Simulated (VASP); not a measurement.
# NbTe (P-6m2) in VASP: density of states with PBE

Aim: the density of states of NbTe with PBE.

Program: VASP 6.6.1. These are calculated values, not measurements. Logs are shortened: lines on timing, memory, paths and dates and some standing lists are left out, and cuts for length are marked.

## (1) The cell of the first run

Symmetry: P-6m2, No. 187, hexagonal system. The conventional cell has a = 3.703 Å, b = 3.703 Å, c = 3.694 Å, α = 90.00°, β = 90.00°, γ = 120.00°. Within 3.7 Å of Nb (site symmetry -6m2) lie 6 Te at 2.83 Å and 2 Nb at 3.69 Å. Te (site symmetry -6m2) has 6 Nb at 2.83 Å and 2 Te at 3.69 Å within 3.7 Å.

## (2) Density of states, PBE

POSCAR

```
NbTe
1.0
    3.7029743866      0.0000000000      0.0000000000
   -1.8514871933      3.2068698884      0.0000000000
    0.0000000000      0.0000000000      3.6942110000
Nb Te
1 1
Direct
    0.0000000000      0.0000000000      0.5000000000
    0.6666666667      0.3333333333      0.0000000000
```

INCAR.step1

```
SYSTEM = NbTe
  PREC = Accurate
  ENCUT = 520
  EDIFF = 1E-6
  ISMEAR = 1
  SIGMA = 0.016
  LREAL = .False.
  LASPH = .True.
  NELM = 80
  ALGO = Normal
  ISIF = 2
  LWAVE = .False.
  LCHARG = .True.
  LMAXMIX = 4
  GGA = PE
  NBANDS = 16
```

KPOINTS.step1

```
regular mesh
0
Gamma
  3 3 2
  0 0 0
```

INCAR.step2

```
SYSTEM = NbTe
  PREC = Accurate
  ENCUT = 520
  EDIFF = 1E-6
  ISMEAR = 0
  SIGMA = 0.016
  LREAL = .False.
  LASPH = .True.
  NELM = 80
  ALGO = Normal
  ISIF = 2
  LWAVE = .False.
  LCHARG = .False.
  LMAXMIX = 4
  GGA = PE
  LORBIT = 10
  NBANDS = 16
  NEDOS = 1001
  ICHARG = 11
```

KPOINTS.step2

```
regular mesh
0
Gamma
  5 5 3
  0 0 0
```

Potentials or basis: VASP PAW PBE potentials, release 64 (Nb_sv, Te).

Command:

```
> cat potpaw_PBE.64/Nb_sv/POTCAR potpaw_PBE.64/Te/POTCAR > POTCAR
> cp INCAR.step1 INCAR
> cp KPOINTS.step1 KPOINTS
> mpirun -np 1 vasp_std > vasp.out
> cp INCAR.step2 INCAR
> cp KPOINTS.step2 KPOINTS
> mpirun -np 1 vasp_std > vasp.out
```

OUTCAR:

```text
SYSTEM = NbTe
   PREC = Accurate
   ENCUT = 520
   EDIFF = 1E-6
   ISMEAR = 0
   LREAL = .False.
   LASPH = .True.
   NELM = 80
   ISIF = 2
   GGA = PE
   LORBIT = 10
   ICHARG = 11

 ion  position               nearest neighbor table
   1  0.000  0.000  0.500-   2 2.83   2 2.83   2 2.83   2 2.83   2 2.83   2 2.83
   2  0.667  0.333  0.000-   1 2.83   1 2.83   1 2.83   1 2.83   1 2.83   1 2.83

  LATTYP: Found a hexagonal cell.
 ALAT       =     3.7029743866
 C/A-ratio  =     0.9976334196

  Lattice vectors:

 A1 = (   3.7029743866,   0.0000000000,   0.0000000000)
 A2 = (  -1.8514871933,   3.2068698884,   0.0000000000)
 A3 = (   0.0000000000,   0.0000000000,   3.6942110000)

Analysis of symmetry for initial positions (statically):
=====================================================================
 Subroutine PRICEL returns:
 Original cell was already a primitive cell.

 Routine SETGRP: Setting up the symmetry group for a
 hexagonal supercell.

 Subroutine GETGRP returns: Found 12 space group operations
 (whereof 12 operations were pure point group operations)
 out of a pool of 24 trial point group operations.

The static configuration has the point symmetry D_3h.

Analysis of symmetry for dynamics (positions and initial velocities):
=====================================================================
 Subroutine PRICEL returns:
 Original cell was already a primitive cell.

 Routine SETGRP: Setting up the symmetry group for a
 hexagonal supercell.

 Subroutine GETGRP returns: Found 12 space group operations
 (whereof 12 operations were pure point group operations)
 out of a pool of 24 trial point group operations.

The dynamic configuration has the point symmetry D_3h.

 Subroutine INISYM returns: Found 12 space group operations
 (whereof 12 operations are pure point group operations),
 and found     1 'primitive' translations

----------------------------------------------------------------------------------------

                                     Primitive cell

  volume of cell :      43.8686

  direct lattice vectors                    reciprocal lattice vectors
     3.702974387  0.000000000  0.000000000     0.270053178  0.155915275  0.000000000
    -1.851487193  3.206869888  0.000000000     0.000000000  0.311830550  0.000000000
     0.000000000  0.000000000  3.694211000     0.000000000  0.000000000  0.270693796

  length of vectors
     3.702974387  3.702974387  3.694211000     0.311830550  0.311830550  0.270693796

  position of ions in fractional coordinates (direct lattice)
     0.000000000  0.000000000  0.500000000
     0.666666667  0.333333333  0.000000000

  ion indices of the primitive-cell ions
   primitive index   ion index
                 1           1
                 2           2

----------------------------------------------------------------------------------------

 KPOINTS: regular mesh

Automatic generation of k-mesh.
 Grid dimensions read from file:
 generate k-points for:    5    5    3

 Generating k-lattice:

  Cartesian coordinates                     Fractional coordinates (reciprocal lattice)
     0.054010636  0.031183055  0.000000000     0.200000000  0.000000000  0.000000000
     0.000000000  0.062366110  0.000000000     0.000000000  0.200000000  0.000000000
     0.000000000  0.000000000  0.090231265     0.000000000  0.000000000  0.333333333

  Length of vectors
     0.062366110  0.062366110  0.090231265

  Shift w.r.t. Gamma in fractional coordinates (k-lattice)
     0.000000000  0.000000000  0.000000000

 Subroutine IBZKPT returns following result:
 ===========================================

 Found     10 irreducible k-points:

 Following reciprocal coordinates:
            Coordinates               Weight
  0.000000  0.000000  0.000000      1.000000
  0.200000 -0.000000  0.000000      6.000000
  0.400000 -0.000000  0.000000      6.000000
  0.200000  0.200000  0.000000      6.000000
  0.400000  0.200000  0.000000      6.000000
  0.000000  0.000000  0.333333      2.000000
  0.200000 -0.000000  0.333333     12.000000
  0.400000 -0.000000  0.333333     12.000000
  0.200000  0.200000  0.333333     12.000000
  0.400000  0.200000  0.333333     12.000000
   k-points           NKPTS =     10   k-points in BZ     NKDIM =     10   number of bands    NBANDS=     16
   number of dos      NEDOS =   1001   number of ions     NIONS =      2
   total plane-waves  NPLWV =  21952
   dimension x,y,z NGX =    28 NGY =   28 NGZ =   28
   dimension x,y,z NGXF=    56 NGYF=   56 NGZF=   56
   ions per type =               1   1
   NGX,Y,Z   is equivalent  to a cutoff of  12.57, 12.57, 12.60 a.u.
   NGXF,Y,Z  is equivalent  to a cutoff of  25.14, 25.14, 25.20 a.u.
 SYSTEM =  NbTe
   PREC   = accura    normal or accurate (medium, high low for compatibility)
   ISTART =      0    job   : 0-new  1-cont  2-samecut
   ICHARG =     11    charge: 1-file 2-atom 10-const
   ISPIN  =      1    spin polarized calculation?
   LNONCOLLINEAR =      F non collinear calculations
   LSORBIT =      F    spin-orbit coupling
   LASPH  =      T    aspherical Exc in radial PAW
   ENCUT  =  520.0 eV  38.22 Ry    6.18 a.u.   6.89  6.89  6.87*2*pi/ulx,y,z
   NELM   =     80;   NELMIN=  2; NELMDL=  0     # of ELM steps
   EDIFF  = 0.1E-05   stopping-criterion for ELM
   LREAL  =      F    real-space projection
   EDIFFG = 0.1E-04   stopping-criterion for IOM
   NSW    =      0    number of steps for IOM
   IBRION =     -1    ionic relax: 0-MD 1-quasi-New 2-CG
   NFREE  =      0    steps in history (QN), initial steepest desc. (CG)
   ISIF   =      2    stress and relaxation
   ISYM   =      2    0-nonsym 1-usesym 2-fastsym
   POTIM  = 0.5000    time-step for ionic-motion
   TEBEG  =    0.0;   TEEND  =   0.0 temperature during run
   PSTRESS=    0.0 pullay stress
   NELECT =      19.0000    total number of electrons
   NUPDOWN=      -1.0000    fix difference up-down
   EMIN   =  10.00;   EMAX   =-10.00  energy-range for DOS
   EFERMI =   0.00;   METHOD = LEGACY
   ISMEAR =     0;   SIGMA  =   0.02  broadening in eV -4-tet -1-fermi 0-gaus
   EFERMI_NEDOS =   21; number of points for ismear=-14 and -15
   IALGO  =     38    algorithm
   IMIX   =      4    mixing-type and parameters
     AMIX     =   0.40;   BMIX     =  1.00
     AMIX_MAG =   1.60;   BMIX_MAG =  1.00
  volume/ion in A,a.u.               =      21.93       148.02
  Fermi-wavevector in a.u.,A,eV,Ry     =   1.238630  2.340671 20.874103  1.534203
  Thomas-Fermi vector in A             =   2.373147
   LORBIT       =     10    0 simple, 1 ext, 2 COOP (PROOUT), +10 PAW based schemes
   GGA     = PE    functional components
   LHFCALC =     F    Hartree Fock is set to
   AEXX    =    0.0000 exact exchange contribution
   IVDW    =     0    specifies the selected vdW correction
   LEPSILON=     F    determine dielectric tensor
   LRPA    =     F    only Hartree local field effects (RPA)
 non-spin polarized calculation
 Gauss-broadening in eV      SIGMA  =   0.02
  energy-cutoff  :      520.00
  volume of cell :       43.87
 maximum number of plane-waves:      1190
 NGX is ok and might be reduce to    28

 number of electron      18.9999998 magnetization

 Free energy of the ion-electron system (eV)
  ---------------------------------------------------
  ext. energy  EPLUGINS =         0.00000000
  ---------------------------------------------------
  free energy    TOTEN  =       -13.62405386 eV

  energy without entropy =      -13.62334751  energy(sigma->0) =      -13.62370069

 E-fermi :  11.1123     XC(G=0): -11.2588

 val. band max:       11.1099324150   @ k =   0.2000  -0.0000   0.0000
 cond. band min:      11.2291877467   @ k =   0.0000   0.0000   0.0000
 fundamental gap:      0.1192553317
 Fermi energy:        11.1123131405

 k-point     1 :       0.0000    0.0000    0.0000
  band No.  band energies     occupation
      1     -44.4679      2.00000
      2     -20.6154      2.00000
      3     -20.5092      2.00000
      4     -20.5092      2.00000
      5      -3.1583      2.00000
      6       7.9092      2.00000
[... 8 lines left out ...]
     15      16.9697      0.00000
     16      18.0932      0.00000

 k-point     2 :       0.2000   -0.0000    0.0000
  band No.  band energies     occupation
      1     -44.4648      2.00000
      2     -20.6076      2.00000
      3     -20.5560      2.00000
      4     -20.5203      2.00000
      5      -2.6933      2.00000
      6       6.3191      2.00000
[... 8 lines left out ...]
     15      17.3425      0.00000
     16      19.3752      0.00000

 k-point     3 :       0.4000   -0.0000    0.0000
  band No.  band energies     occupation
      1     -44.4598      2.00000
      2     -20.6305      2.00000
      3     -20.5950      2.00000
      4     -20.5381      2.00000
      5      -1.7120      2.00000
      6       4.2657      2.00000
[... 8 lines left out ...]
     15      17.2488      0.00000
     16      19.7218      0.00000

 k-point     4 :       0.2000    0.2000    0.0000
  band No.  band energies     occupation
      1     -44.4608      2.00000
      2     -20.6047      2.00000
      3     -20.5974      2.00000
      4     -20.5465      2.00000
      5      -1.9452      2.00000
      6       5.0090      2.00000
[... 8 lines left out ...]
     15      18.4159      0.00000
     16      19.5266      0.00000
[... 58 lines left out ...]
 k-point     8 :       0.4000   -0.0000    0.3333
  band No.  band energies     occupation
      1     -44.4561      2.00000
      2     -20.6703      2.00000
      3     -20.6154      2.00000
      4     -20.5276      2.00000
      5      -1.3347      2.00000
      6       4.8016      2.00000
[... 8 lines left out ...]
     15      16.8989      0.00000
     16      19.0165      0.00000

 k-point     9 :       0.2000    0.2000    0.3333
  band No.  band energies     occupation
      1     -44.4570      2.00000
      2     -20.6739      2.00000
      3     -20.5910      2.00000
      4     -20.5358      2.00000
      5      -1.4662      2.00000
      6       5.2710      2.00000
[... 8 lines left out ...]
     15      17.6307      0.00000
     16      18.2113      0.00000

 k-point    10 :       0.4000    0.2000    0.3333
  band No.  band energies     occupation
      1     -44.4546      2.00000
      2     -20.6643      2.00000
      3     -20.6130      2.00000
      4     -20.5566      2.00000
      5      -1.1161      2.00000
      6       4.8525      2.00000
[... 8 lines left out ...]
     15      16.6629      0.00000
     16      18.4683      0.00000

------------------------ aborting loop because EDIFF is reached ----------------------------------------

  FORCE on cell =-STRESS in cart. coord.  units (eV):
  Direction    XX          YY          ZZ          XY          YZ          ZX
  --------------------------------------------------------------------------------------
  -------------------------------------------------------------------------------------
  Total       -1.6568088     -1.6568088     -0.0426815      0.0000000      0.0000000      0.0000000
  in kB      -60.5102890    -60.5102890     -1.5588224      0.0000000      0.0000000      0.0000000
  external PRESSURE =     -40.8598002 kB  Pullay stress =       0.0000000 kB

 VOLUME and BASIS-vectors are now :
 -----------------------------------------------------------------------------
  energy-cutoff  :      520.00
  volume of cell :       43.87
      direct lattice vectors                 reciprocal lattice vectors
     3.702974387  0.000000000  0.000000000     0.270053178  0.155915275  0.000000000
    -1.851487193  3.206869888  0.000000000     0.000000000  0.311830550  0.000000000
     0.000000000  0.000000000  3.694211000     0.000000000  0.000000000  0.270693796

 POSITION                                       TOTAL-FORCE (eV/Angst)
 -----------------------------------------------------------------------------------
      0.00000      0.00000      1.84711        -0.000000     -0.000000      0.000000
      1.85149      1.06896      0.00000         0.000000      0.000000      0.000000
 -----------------------------------------------------------------------------------
    total drift:                                0.000032     -0.000019      0.000000

  FREE ENERGIE OF THE ION-ELECTRON SYSTEM (eV)
  ---------------------------------------------------
  free  energy   TOTEN  =       -13.6240538600 eV

  energy  without entropy=      -13.6233475104  energy(sigma->0) =      -13.62370069

 total charge

# of ion       s       p       d       tot
------------------------------------------
    1        2.117   5.971   2.580  10.667
    2        1.323   2.046   0.118   3.488
--------------------------------------------------
tot          3.440   8.017   2.698  14.155
```

It took 13 s on 1 thread of Intel Xeon 6975P-C, shared host; peak memory 0.15 GiB.

What came out:

- Valence electrons inside the program's atomic spheres: Nb 10.67; Te 3.49

Caveat: the k points lie up to 0.85 Å⁻¹ apart; spin-orbit coupling is left out, which moves the levels of the heavy elements.
